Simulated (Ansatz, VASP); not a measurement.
# Two plane-wave programs on Pd

Contents of INCAR:

```
SYSTEM = Pd
PREC = Accurate
ENCUT = 520
EDIFF = 1E-6
ISMEAR = -1
SIGMA = 0.05
LREAL = .FALSE.
LASPH = .TRUE.
NELM = 100
ALGO = Normal
ISIF = 2
LWAVE = .FALSE.
LCHARG = .FALSE.
GGA = PS
NBANDS = 11
```

The input KPOINTS:

```
Automatic mesh
0
G
  19 19 19
  0 0 0
```

File POSCAR:

```
Pd
1.0
    0.0000000000      1.8573644759      1.8573644759
    1.8573644759      0.0000000000      1.8573644759
    1.8573644759      1.8573644759      0.0000000000
Pd
1
Direct
    0.0000000000      0.0000000000      0.0000000000
```

Input for Ansatz:

```yaml
crystal:
  lattice:
    - [0.0, 1.8573644759, 1.8573644759]
    - [1.8573644759, 0.0, 1.8573644759]
    - [1.8573644759, 1.8573644759, 0.0]
  atoms:
    - { symbol: Pd, position: [0.0, 0.0, 0.0] }
kpoints:
  mp_grid: { grid: [19, 19, 19] }
scf:
  occupations: { method: fermi_dirac, width: 0.05 }
hamiltonian:
  xc: pbesol
  pseudopotentials: { kind: paw }
output:
  forces: true
  stress: true
  eigenvalues: true
  populations: true
```

Change from the starting cell: volume scaled by 0.88, PAW files.

Alike in both runs: task single point; functional PBEsol; k mesh 19 × 19 × 19; occupations fermi-dirac, width 0.05 eV; no spin polarisation.

|  | VASP | Ansatz |
| --- | --- | --- |
| version | VASP 6.6.1 | Ansatz 0.2.0 |
| potentials or method | VASP PAW PBE potentials, release 64 (Pd) | PAW with Ansatz's default frozen-core files, scalar-relativistic |
| plane-wave cutoff (eV) | 520 | 420 |
| valence electrons in the cell | 10 | 18 |

|  | VASP | Ansatz | Ansatz less VASP |
| --- | --- | --- | --- |
| pressure (GPa) | 36.2 | 36.7 | +0.51 |

VASP's potentials were made for PBE, not for PBEsol. Both programs put the cell under a high pressure, so it lies far from rest at this level. VASP's potentials hold 10 valence electrons a cell and Ansatz's 18, so a difference there can come from the potentials and not from the codes.
